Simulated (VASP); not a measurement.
# SnSe2 (I4_1/amd) in VASP: further runs, part 2 of 2

VASP 6.6.1. Earlier steps stand in the parts before.

## (4) Single point, r2SCAN (30.85 Å³/atom)

This run uses another cell than the first one, of 30.85 Å³/atom.

POSCAR reads:

```
SnSe2
1.0
   -2.8695945286      2.8695945286      5.6193753014
    2.8695945286     -2.8695945286      5.6193753014
    2.8695945286      2.8695945286     -5.6193753014
Sn Se
2 4
Direct
    0.7500000000      0.2500000000      0.5000000000
    0.0000000000      0.0000000000      0.0000000000
    0.5193771699      0.0193771699      0.5000000000
    0.7693771699      0.7693771699      0.0000000000
    0.2306228301      0.2306228301      0.0000000000
    0.9806228301      0.4806228301      0.5000000000
```

INCAR.step1 reads:

```
SYSTEM = SnSe2
ALGO     = Normal         ! electronic algorithm
EDIFF    = 1E-4           ! SCF threshold, eV
ENCUT    = 520            ! plane-wave cutoff, eV
GGA      = PE             ! functional
ISMEAR   = 0              ! smearing method
LASPH    = .True.         ! aspherical terms in the spheres
LCHARG   = .False.        ! write CHGCAR
LREAL    = .False.        ! projectors in reciprocal space
LWAVE    = .True.         ! write WAVECAR
NBANDS   = 35             ! bands
NELM     = 80             ! most SCF steps
PREC     = Accurate       ! precision mode
SIGMA    = 0.01           ! smearing width, eV
```

INCAR.step2 reads:

```
SYSTEM = SnSe2
ALGO     = Normal         ! electronic algorithm
EDIFF    = 1E-6           ! SCF threshold, eV
ENCUT    = 520            ! plane-wave cutoff, eV
ISIF     = 2              ! what is computed and relaxed
ISMEAR   = 0              ! smearing method
ISTART   = 1            
LASPH    = .True.         ! aspherical terms in the spheres
LCHARG   = .False.        ! write CHGCAR
LMIXTAU  = .True.       
LREAL    = .False.        ! projectors in reciprocal space
LWAVE    = .False.        ! write WAVECAR
METAGGA  = R2SCAN         ! meta-GGA
NBANDS   = 35             ! bands
NELM     = 80             ! most SCF steps
PREC     = Accurate       ! precision mode
SIGMA    = 0.01           ! smearing width, eV
```

KPOINTS reads:

```
k-points
0
Gamma
  6 6 6
  0 0 0
```

Potentials or basis: VASP PAW PBE potentials, release 64 (Sn_d, Se).

The run is started by

```console
> cat potpaw_PBE.64/Sn_d/POTCAR potpaw_PBE.64/Se/POTCAR > POTCAR
> cp INCAR.step1 INCAR
> mpirun -np 1 vasp_std > vasp.out
> cp INCAR.step2 INCAR
> mpirun -np 1 vasp_std > vasp.out
```

OUTCAR:

```text
SYSTEM = SnSe2
   EDIFF = 1E-6
   ENCUT = 520
   ISIF = 2
   ISMEAR = 0
   ISTART = 1
   LASPH = .True.
   LREAL = .False.
   METAGGA = R2SCAN
   NELM = 80
   PREC = Accurate

 ion  position               nearest neighbor table
   1  0.750  0.250  0.500-   3 2.59   6 2.59   5 2.88   4 2.88   4 2.88   5 2.88
   2  0.000  0.000  0.000-   4 2.59   5 2.59   3 2.88   6 2.88   3 2.88   6 2.88
   3  0.519  0.019  0.500-   1 2.59   2 2.88   2 2.88
   4  0.769  0.769  0.000-   2 2.59   1 2.88   1 2.88
   5  0.231  0.231  0.000-   2 2.59   1 2.88   1 2.88
   6  0.981  0.481  0.500-   1 2.59   2 2.88   2 2.88

  LATTYP: Found a body centered tetragonal cell.
 ALAT       =     5.7391890572
 C/A-ratio  =     1.9582471479

  Lattice vectors:

 A1 = (  -2.8695945286,   2.8695945286,   5.6193753014)
 A2 = (   2.8695945286,  -2.8695945286,   5.6193753014)
 A3 = (   2.8695945286,   2.8695945286,  -5.6193753014)

Analysis of symmetry for initial positions (statically):
=====================================================================
[... 185 lines left out ...]
 val. band max:        2.2812877326   @ k =   0.3333   0.3333   0.1667
 cond. band min:       2.7124787981   @ k =   0.0000   0.0000   0.0000
 fundamental gap:      0.4311910654
 Fermi energy:         2.3554402725

 k-point     1 :       0.0000    0.0000    0.0000
  band No.  band energies     occupation
      1     -20.0901      2.00000
      2     -20.0813      2.00000
      3     -20.0577      2.00000
      4     -20.0394      2.00000
      5     -20.0329      2.00000
      6     -20.0159      2.00000
[... 901 lines left out ...]
     34       9.1971      0.00000
     35       9.2425      0.00000

 [... further k-points ...]

------------------------ aborting loop because EDIFF is reached ----------------------------------------

  FORCE on cell =-STRESS in cart. coord.  units (eV):
  Direction    XX          YY          ZZ          XY          YZ          ZX
  --------------------------------------------------------------------------------------
  -------------------------------------------------------------------------------------
  Total       -2.6453064     -2.6453064     -4.8287188      0.0000000      0.0000000      0.0000000
  in kB      -22.8979951    -22.8979951    -41.7977978      0.0000000      0.0000000      0.0000000
  external PRESSURE =     -29.1979293 kB  Pullay stress =       0.0000000 kB

 VOLUME and BASIS-vectors are now :
 -----------------------------------------------------------------------------
  energy-cutoff  :      520.00
  volume of cell :      185.09
      direct lattice vectors                 reciprocal lattice vectors
    -2.869594529  2.869594529  5.619375301     0.000000000  0.174240644  0.088977862
     2.869594529 -2.869594529  5.619375301     0.174240644  0.000000000  0.088977862
     2.869594529  2.869594529 -5.619375301     0.174240644  0.174240644  0.000000000

 POSITION                                       TOTAL-FORCE (eV/Angst)
 -----------------------------------------------------------------------------------
      0.00000      2.86959      2.80969        -0.000000     -0.000000     -0.000000
      0.00000      0.00000      0.00000        -0.000000     -0.000000     -0.000000
      0.00000      2.86959      0.21778        -0.000000      0.000000      0.385126
      0.00000      0.00000      8.64684         0.000000     -0.000000      0.385126
      0.00000      0.00000      2.59191         0.000000     -0.000000     -0.385126
      0.00000      2.86959      5.40160        -0.000000      0.000000     -0.385126
 -----------------------------------------------------------------------------------
    total drift:                               -0.000000      0.000000      0.000000

  FREE ENERGIE OF THE ION-ELECTRON SYSTEM (eV)
  ---------------------------------------------------
  free  energy   TOTEN  =      -107.8072972658 eV

  energy  without entropy=     -107.8072972658  energy(sigma->0) =     -107.80729727
```

OUTCAR.step1:

```text
SYSTEM = SnSe2
   EDIFF = 1E-4
   ENCUT = 520
   GGA = PE
   ISMEAR = 0
[... 1152 lines left out ...]
      0.00000      2.86959      0.21778        -0.000000      0.000000      0.175164
      0.00000      0.00000      8.64684         0.000000     -0.000000      0.175164
      0.00000      0.00000      2.59191         0.000000     -0.000000     -0.175164
      0.00000      2.86959      5.40160        -0.000000      0.000000     -0.175164
 -----------------------------------------------------------------------------------
    total drift:                               -0.000000      0.000000      0.000000

  FREE ENERGIE OF THE ION-ELECTRON SYSTEM (eV)
  ---------------------------------------------------
  free  energy   TOTEN  =       -22.4507560642 eV

  energy  without entropy=      -22.4507560642  energy(sigma->0) =      -22.45075606
```

Run time: 46 min. Hardware: 1 thread of Intel Xeon 8259CL, shared host; peak memory 0.52 GiB.

What came out:

| Property | Result |
| --- | --- |
| Free energy | -107.8073 eV |
| Pressure | -2.9 GPa |
| Largest force | 0.385 eV/Å |
| Band gap on the k mesh | 0.43 eV (least direct gap 0.58 eV) |

Forces on the atoms (eV/Å):
```
Sn   0.000  0.000  0.000
Sn   0.000  0.000  0.000
Se   0.000  0.000  0.385
Se   0.000  0.000  0.385
Se   0.000  0.000 -0.385
Se   0.000  0.000 -0.385
```

Stress tensor (GPa, compression positive):
```
-2.29  0.00  0.00
 0.00 -2.29  0.00
 0.00  0.00 -4.18
```

Caveat: semilocal functionals underestimate gaps, and a narrow one can read as zero; the PAW data sets were made with another functional, which shifts forces and pressure a little; spin-orbit coupling is left out, which moves the levels of the heavy elements. A k mesh can miss the band edges.

## (5) Summary

| cell | gap on the mesh (eV) | pressure (GPa) | largest force (eV/Å) |
| --- | --- | --- | --- |
| a = 6.798 Å, angles 131.1, 131.1, 71.7°, 6 atoms | 0.52 | 0.0 | 0.01 |
| a = 6.866 Å, angles 131.1, 131.1, 71.7°, 6 atoms | 0.48 | -1.6 | 0.20 |
| a = 6.932 Å, angles 131.1, 131.1, 71.7°, 6 atoms | 0.43 | -2.9 | 0.39 |

Alike in all rows: task single point; level r2SCAN; potentials or basis VASP PAW PBE potentials, release 64 (Sn_d, Se); no spin polarisation; k mesh 6 × 6 × 6; cutoff (eV) 520; smearing gaussian 0.01 eV.

Caveats: semilocal functionals underestimate gaps, and a narrow one can read as zero; the PAW data sets were made with another functional, which shifts forces and pressure a little; spin-orbit coupling is left out, which moves the levels of the heavy elements.

Absolute energies hang on the potentials; compare differences alone.
